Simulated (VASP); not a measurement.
# Si (I4_1/amd) in VASP: further runs

The runs below take Si through single point, with LDA, PBEsol.

Program: VASP 6.6.1. These are calculated values, not measurements. Logs are shortened: lines on timing, memory, paths and dates and some standing lists are left out, and cuts for length are marked.

## (1) The cell of the first run

The structure is tetragonal, space group I4_1/amd (No. 141). The conventional cell has a = 4.805 Å, b = 4.805 Å, c = 2.694 Å, α = 90.00°, β = 90.00°, γ = 90.00°. Within 3.3 Å of Si (site symmetry -4m2) lie 10 Si at 2.50 to 3.14 Å.

## (2) Single point, LDA (volume scaled by 1.04)

Input file INCAR:

```
SYSTEM = Si
  ALGO = Normal
  EDIFF = 1E-7
  ENCUT = 520
  ISIF = 2
  ISMEAR = -1
  LASPH = .True.
  LCHARG = .False.
  LREAL = .False.
  LWAVE = .False.
  NBANDS = 11
  NELM = 80
  PREC = Accurate
  SIGMA = 0.05
```

Input file KPOINTS:

```
k-points
0
Gamma
  11 11 11
  0 0 0
```

Input file POSCAR:

```
Si
1.0
   -2.4025781503      2.4025781503      1.3467577299
    2.4025781503     -2.4025781503      1.3467577299
    2.4025781503      2.4025781503     -1.3467577299
Si
2
Direct
    0.5000000000      0.5000000000      0.0000000000
    0.2500000000      0.7500000000      0.5000000000
```

Potentials or basis: VASP PAW LDA potentials, release 64 (Si).

Run with:

```
cat potpaw_LDA.64/Si/POTCAR > POTCAR
mpirun -np 1 vasp_std > vasp.out
```

OUTCAR:

```text
SYSTEM = Si
   EDIFF = 1E-7
   ENCUT = 520
   ISIF = 2
   ISMEAR = -1
   LASPH = .True.
   LREAL = .False.
   NELM = 80
   PREC = Accurate

 ion  position               nearest neighbor table
   1  0.500  0.500  0.000-   2 2.50   2 2.50   2 2.50   2 2.50   2 3.14   2 3.14   2 3.14   2 3.14

   2  0.250  0.750  0.500-   1 2.50   1 2.50   1 2.50   1 2.50   1 3.14   1 3.14   1 3.14   1 3.14

  LATTYP: Found a body centered tetragonal cell.
 ALAT       =     4.8051563006
 C/A-ratio  =     0.5605468982

  Lattice vectors:

 A1 = (  -2.4025781503,   2.4025781503,   1.3467577299)
 A2 = (   2.4025781503,  -2.4025781503,   1.3467577299)
 A3 = (   2.4025781503,   2.4025781503,  -1.3467577299)

Analysis of symmetry for initial positions (statically):
=====================================================================
 Subroutine PRICEL returns:
 Original cell was already a primitive cell.

 Routine SETGRP: Setting up the symmetry group for a
 body centered tetragonal supercell.

 Subroutine GETGRP returns: Found 16 space group operations
 (whereof  8 operations were pure point group operations)
 out of a pool of 16 trial point group operations.

The static configuration has the point symmetry D_2d.
 The point group associated with its full space group is D_4h.

Analysis of symmetry for dynamics (positions and initial velocities):
=====================================================================
 Subroutine PRICEL returns:
 Original cell was already a primitive cell.

 Routine SETGRP: Setting up the symmetry group for a
 body centered tetragonal supercell.

 Subroutine GETGRP returns: Found 16 space group operations
 (whereof  8 operations were pure point group operations)
 out of a pool of 16 trial point group operations.

The dynamic configuration has the point symmetry D_2d.
 The point group associated with its full space group is D_4h.

 Subroutine INISYM returns: Found 16 space group operations
 (whereof  8 operations are pure point group operations),
 and found     1 'primitive' translations

----------------------------------------------------------------------------------------

                                     Primitive cell

  volume of cell :      31.0960

  direct lattice vectors                    reciprocal lattice vectors
    -2.402578150  2.402578150  1.346757730     0.000000000  0.208109776  0.371262024
     2.402578150 -2.402578150  1.346757730     0.208109776  0.000000000  0.371262024
     2.402578150  2.402578150 -1.346757730     0.208109776  0.208109776  0.000000000

  length of vectors
     3.654930905  3.654930905  3.654930905     0.425611523  0.425611523  0.294311667

  position of ions in fractional coordinates (direct lattice)
     0.500000000  0.500000000  0.000000000
     0.250000000  0.750000000  0.500000000

  ion indices of the primitive-cell ions
   primitive index   ion index
                 1           1
                 2           2

----------------------------------------------------------------------------------------

 KPOINTS: k-points

Automatic generation of k-mesh.
 Grid dimensions read from file:
 generate k-points for:   11   11   11

 Generating k-lattice:

  Cartesian coordinates                     Fractional coordinates (reciprocal lattice)
     0.000000000  0.018919071  0.033751093     0.090909091 -0.000000000  0.000000000
     0.018919071  0.000000000  0.033751093    -0.000000000  0.090909091  0.000000000
     0.018919071  0.018919071  0.000000000     0.000000000  0.000000000  0.090909091

  Length of vectors
     0.038691957  0.038691957  0.026755606

  Shift w.r.t. Gamma in fractional coordinates (k-lattice)
     0.000000000  0.000000000  0.000000000

 Subroutine IBZKPT returns following result:
 ===========================================

 Found    126 irreducible k-points:

 Following reciprocal coordinates:
            Coordinates               Weight
  0.000000  0.000000  0.000000      1.000000
  0.090909  0.000000  0.000000      8.000000
  0.181818  0.000000 -0.000000      8.000000
  0.272727  0.000000 -0.000000      8.000000
  0.363636  0.000000  0.000000      8.000000
  0.454545  0.000000  0.000000      8.000000
[... 16 lines left out ...]
 -0.272727  0.181818  0.000000     16.000000
 -0.181818  0.181818  0.000000      4.000000
 [... further k-points ...]
   k-points           NKPTS =    126   k-points in BZ     NKDIM =    126   number of bands    NBANDS=     11
   number of dos      NEDOS =    301   number of ions     NIONS =      2
   total plane-waves  NPLWV =  21952
   dimension x,y,z NGX =    28 NGY =   28 NGZ =   28
   dimension x,y,z NGXF=    56 NGYF=   56 NGZF=   56
   ions per type =               2
   NGX,Y,Z   is equivalent  to a cutoff of  12.74, 12.74, 12.74 a.u.
   NGXF,Y,Z  is equivalent  to a cutoff of  25.47, 25.47, 25.47 a.u.
 SYSTEM =  Si
   PREC   = accura    normal or accurate (medium, high low for compatibility)
   ISTART =      0    job   : 0-new  1-cont  2-samecut
   ICHARG =      2    charge: 1-file 2-atom 10-const
   ISPIN  =      1    spin polarized calculation?
   LNONCOLLINEAR =      F non collinear calculations
   LSORBIT =      F    spin-orbit coupling
   LASPH  =      T    aspherical Exc in radial PAW
   ENCUT  =  520.0 eV  38.22 Ry    6.18 a.u.   6.80  6.80  6.80*2*pi/ulx,y,z
   NELM   =     80;   NELMIN=  2; NELMDL= -5     # of ELM steps
   EDIFF  = 0.1E-06   stopping-criterion for ELM
   LREAL  =      F    real-space projection
   EDIFFG = 0.1E-05   stopping-criterion for IOM
   NSW    =      0    number of steps for IOM
   IBRION =     -1    ionic relax: 0-MD 1-quasi-New 2-CG
   NFREE  =      0    steps in history (QN), initial steepest desc. (CG)
   ISIF   =      2    stress and relaxation
   ISYM   =      2    0-nonsym 1-usesym 2-fastsym
   POTIM  = 0.5000    time-step for ionic-motion
   TEBEG  =    0.0;   TEEND  =   0.0 temperature during run
   PSTRESS=    0.0 pullay stress
   NELECT =       8.0000    total number of electrons
   NUPDOWN=      -1.0000    fix difference up-down
   EMIN   =  10.00;   EMAX   =-10.00  energy-range for DOS
   EFERMI =   0.00;   METHOD = LEGACY
   ISMEAR =    -1;   SIGMA  =   0.05  broadening in eV -4-tet -1-fermi 0-gaus
   EFERMI_NEDOS =   21; number of points for ismear=-14 and -15
   IALGO  =     38    algorithm
   IMIX   =      4    mixing-type and parameters
     AMIX     =   0.40;   BMIX     =  1.00
     AMIX_MAG =   1.60;   BMIX_MAG =  1.00
  volume/ion in A,a.u.               =      15.55       104.92
  Fermi-wavevector in a.u.,A,eV,Ry     =   1.041206  1.967594 14.750211  1.084110
  Thomas-Fermi vector in A             =   2.175816
   LORBIT       =      0    0 simple, 1 ext, 2 COOP (PROOUT), +10 PAW based schemes
   GGA     = CA    functional components
   LHFCALC =     F    Hartree Fock is set to
   AEXX    =    0.0000 exact exchange contribution
   IVDW    =     0    specifies the selected vdW correction
   LEPSILON=     F    determine dielectric tensor
   LRPA    =     F    only Hartree local field effects (RPA)
 non-spin polarized calculation
  energy-cutoff  :      520.00
  volume of cell :       31.10
 maximum number of plane-waves:       850
   NGX = 13   NGY = 13   NGZ = 13

 number of electron       7.9999999 magnetization

 Free energy of the ion-electron system (eV)
  ---------------------------------------------------
  ext. energy  EPLUGINS =         0.00000000
  ---------------------------------------------------
  free energy    TOTEN  =       -11.47060596 eV

  energy without entropy =      -11.46354137  energy(sigma->0) =      -11.46707366

 E-fermi :   8.8567     XC(G=0): -10.9095

 val. band max:        8.8415861502   @ k =  -0.0909  -0.1818   0.0909
 cond. band min:       8.9089206875   @ k =   0.3636   0.2727  -0.0000
 fundamental gap:      0.0673345373
 Fermi energy:         8.8567083760

 k-point     1 :       0.0000    0.0000    0.0000
  band No.  band energies     occupation
      1      -4.6612      2.00000
      2       6.5121      2.00000
      3       6.5121      2.00000
      4       6.9275      2.00000
      5      10.6041      0.00000
      6      16.1987      0.00000
      7      17.4948      0.00000
      8      17.5638      0.00000
      9      17.5638      0.00000
     10      19.0246      0.00000
     11      19.2069      0.00000

 k-point     2 :       0.0909    0.0000    0.0000
  band No.  band energies     occupation
      1      -4.4468      2.00000
      2       5.8350      2.00000
      3       6.4206      2.00000
      4       7.9679      2.00000
      5      11.0841      0.00000
      6      14.8762      0.00000
      7      15.4677      0.00000
      8      16.9837      0.00000
      9      17.1481      0.00000
     10      18.5072      0.00000
     11      20.3205      0.00000

 k-point     3 :       0.1818    0.0000   -0.0000
  band No.  band energies     occupation
      1      -3.8055      2.00000
      2       5.3656      2.00000
      3       6.3044      2.00000
      4       9.3996      0.00004
      5      12.2233      0.00000
      6      12.3019      0.00000
      7      13.0506      0.00000
      8      15.5544      0.00000
      9      15.6013      0.00000
     10      17.2113      0.00000
     11      19.8410      0.00000

 k-point     4 :       0.2727    0.0000   -0.0000
  band No.  band energies     occupation
      1      -2.7438      2.00000
      2       5.2585      2.00000
      3       6.3659      2.00000
      4       8.5646      1.99421
      5      10.9243      0.00000
      6      11.8714      0.00000
      7      12.8140      0.00000
      8      14.4849      0.00000
      9      14.8822      0.00000
     10      16.1244      0.00000
     11      20.4748      0.00000
[... 239 lines left out ...]
 k-point    22 :      -0.3636    0.1818    0.0000
  band No.  band energies     occupation
      1      -2.9927      2.00000
      2       2.4297      2.00000
      3       6.7154      2.00000
      4      10.1807      0.00000
      5      11.4254      0.00000
      6      12.0881      0.00000
      7      13.5266      0.00000
      8      15.9701      0.00000
      9      16.1763      0.00000
     10      18.5800      0.00000
     11      20.0074      0.00000

 k-point    23 :      -0.2727    0.1818    0.0000
  band No.  band energies     occupation
      1      -3.8340      2.00000
      2       2.6917      2.00000
      3       6.8239      2.00000
      4       9.6038      0.00000
      5      12.5625      0.00000
      6      14.0668      0.00000
      7      14.6122      0.00000
      8      15.6454      0.00000
      9      16.2110      0.00000
     10      19.8759      0.00000
     11      20.4902      0.00000

 k-point    24 :      -0.1818    0.1818    0.0000
  band No.  band energies     occupation
      1      -4.2518      2.00000
      2       3.3422      2.00000
      3       6.8818      2.00000
      4       8.7391      1.82630
      5      12.9835      0.00000
      6      13.7238      0.00000
      7      15.8299      0.00000
      8      17.1372      0.00000
      9      17.6967      0.00000
     10      18.7877      0.00000
     11      20.1294      0.00000

 [... further k-points ...]
[... 5 lines left out ...]
  --------------------------------------------------------------------------------------
  -------------------------------------------------------------------------------------
  Total       -0.9007902     -0.9007902     -1.0089609      0.0000000     -0.0000000      0.0000000
  in kB      -46.4119422    -46.4119422    -51.9852834      0.0000000     -0.0000000      0.0000000
  external PRESSURE =     -48.2697226 kB  Pullay stress =       0.0000000 kB

 VOLUME and BASIS-vectors are now :
 -----------------------------------------------------------------------------
  energy-cutoff  :      520.00
  volume of cell :       31.10
      direct lattice vectors                 reciprocal lattice vectors
    -2.402578150  2.402578150  1.346757730     0.000000000  0.208109776  0.371262024
     2.402578150 -2.402578150  1.346757730     0.208109776  0.000000000  0.371262024
     2.402578150  2.402578150 -1.346757730     0.208109776  0.208109776  0.000000000

 POSITION                                       TOTAL-FORCE (eV/Angst)
 -----------------------------------------------------------------------------------
      0.00000      0.00000      1.34676        -0.000000      0.000000      0.000000
      2.40258      0.00000      0.67338         0.000000     -0.000000     -0.000000
 -----------------------------------------------------------------------------------
    total drift:                                0.000000      0.000000      0.000000

  FREE ENERGIE OF THE ION-ELECTRON SYSTEM (eV)
  ---------------------------------------------------
  free  energy   TOTEN  =       -11.4706059567 eV

  energy  without entropy=      -11.4635413727  energy(sigma->0) =      -11.46707366
```

Run time: 44 s. Hardware: 1 thread of Intel Xeon Platinum 8175M at 2.50GHz (Skylake/Cascade Lake), shared host; peak memory 0.15 GiB.

What came out:

```
Free energy            : -11.4706 eV
Pressure               : -4.8 GPa
Band gap on the k mesh : zero (band 4 reaches 11.16 eV, above the bottom of band 5 at 5.37 eV)
```

Levels at points of the mesh, in eV from the Fermi level:
| k point | band 1 | band 2 | band 3 | band 4 | band 5 | band 6 | band 7 | band 8 | band 9 |
| --- | --- | --- | --- | --- | --- | --- | --- | --- | --- |
| (0.00, 0.00, 0.00) | -13.52 | -2.34 | -2.34 | -1.93 | 1.75 | 7.34 | 8.64 | 8.71 | 8.71 |

## (3) Single point, PBEsol (volume scaled by 1.04)

Input file INCAR:

```
PREC     = Accurate       # precision mode
ENCUT    = 520            # plane-wave cutoff, eV
EDIFF    = 1E-6           # SCF threshold, eV
ISMEAR   = -1             # smearing method
SIGMA    = 0.05           # smearing width, eV
LREAL    = F              # projectors in reciprocal space
LASPH    = T              # aspherical terms in the spheres
NELM     = 80             # most SCF steps
ALGO     = Normal         # electronic algorithm
ISIF     = 2              # what is computed and relaxed
LWAVE    = F              # write WAVECAR
LCHARG   = T              # write CHGCAR
GGA      = PS             # functional
LELF     = T              # ELF
LVHAR    = T            
NBANDS   = 11             # bands
```

Input file KPOINTS:

```
Automatic mesh
0
Gamma
  11 11 11
```

POSCAR is that of step 2.

Potentials or basis: VASP PAW PBE potentials, release 64 (Si).

Run with:

```
cat potpaw_PBE.64/Si/POTCAR > POTCAR
mpirun -np 1 vasp_std > vasp.out
```

It took 53 s on 1 thread of Intel Xeon Platinum 8175M at 2.50GHz (Skylake/Cascade Lake), shared host; peak memory 0.17 GiB.

It converged, with:

```
Free energy            : -11.1007 eV
Pressure               : -3.4 GPa
Band gap on the k mesh : zero (band 4 reaches 11.16 eV, above the bottom of band 5 at 5.33 eV)
```

Stress tensor (GPa, compression positive):
```
-3.13  0.00  0.00
 0.00 -3.13  0.00
 0.00  0.00 -4.07
```

Levels at points of the mesh, in eV from the Fermi level:
```tsv
k point	band 1	band 2	band 3	band 4	band 5	band 6	band 7	band 8
(0.00, 0.00, 0.00)	-13.57	-2.36	-2.36	-1.88	1.65	7.39	8.76	8.80
```

Caveat: the PAW data sets were made with another functional, which shifts forces and pressure a little.

## (4) Single point, LDA (volume scaled by 1.06)

Input file INCAR:

```
SYSTEM = Si
  PREC = Accurate
  ENCUT = 520
  EDIFF = 1E-7
  ISMEAR = -1
  SIGMA = 0.05
  LREAL = .False.
  LASPH = .True.
  NELM = 80
  ALGO = Normal
  ISIF = 2
  LWAVE = .False.
  LCHARG = .False.
  NBANDS = 11
```

Input file KPOINTS:

```
Automatic mesh
0
Gamma
  11 11 11
  0 0 0
```

Input file POSCAR:

```
Si
1.0
   -2.4178816084      2.4178816084      1.3553360359
    2.4178816084     -2.4178816084      1.3553360359
    2.4178816084      2.4178816084     -1.3553360359
Si
2
Direct
    0.5000000000      0.5000000000      0.0000000000
    0.2500000000      0.7500000000      0.5000000000
```

Potentials or basis: VASP PAW LDA potentials, release 64 (Si).

Run with:

```
cat potpaw_LDA.64/Si/POTCAR > POTCAR
mpirun -np 1 vasp_std > vasp.out
```

It took 51 s on 1 thread of Intel Xeon Platinum 8175M at 2.50GHz (Skylake/Cascade Lake), shared host; peak memory 0.15 GiB.

The run converged. Its results:

```yaml
Free_energy: -11.4495 eV
Pressure: -6.5 GPa
Band_gap_on_the_k_mesh: zero (band 4 reaches 10.90 eV, above the bottom of band 5 at 5.20 eV)
```

Stress tensor (GPa, compression positive):
```
-6.38  0.00  0.00
 0.00 -6.38  0.00
 0.00  0.00 -6.80
```

Levels at points of the mesh, in eV from the Fermi level:
| k point | band 1 | band 2 | band 3 | band 4 | band 5 | band 6 | band 7 | band 8 |
| --- | --- | --- | --- | --- | --- | --- | --- | --- |
| (0.00, 0.00, 0.00) | -13.35 | -2.30 | -2.30 | -2.00 | 1.83 | 7.26 | 8.47 | 8.56 |

## (5) The runs side by side

```tsv
level	potentials or basis	cell	gap on the mesh (eV)	pressure (GPa)
LDA	VASP PAW LDA potentials, release 64 (Si)	a = 3.655 Å, angles 97.8, 97.8, 136.8°, 2 atoms	none	-4.8
PBEsol	VASP PAW PBE potentials, release 64 (Si)	a = 3.655 Å, angles 97.8, 97.8, 136.8°, 2 atoms	none	-3.4
LDA	VASP PAW LDA potentials, release 64 (Si)	a = 3.678 Å, angles 97.8, 97.8, 136.8°, 2 atoms	none	-6.5
```

Alike in all rows: task single point; no spin polarisation; k mesh 11 × 11 × 11; cutoff (eV) 520; smearing fermi-dirac 0.05 eV.

Caveats: the PAW data sets were made with another functional, which shifts forces and pressure a little (some runs).

Absolute energies hang on the potentials; compare differences alone.
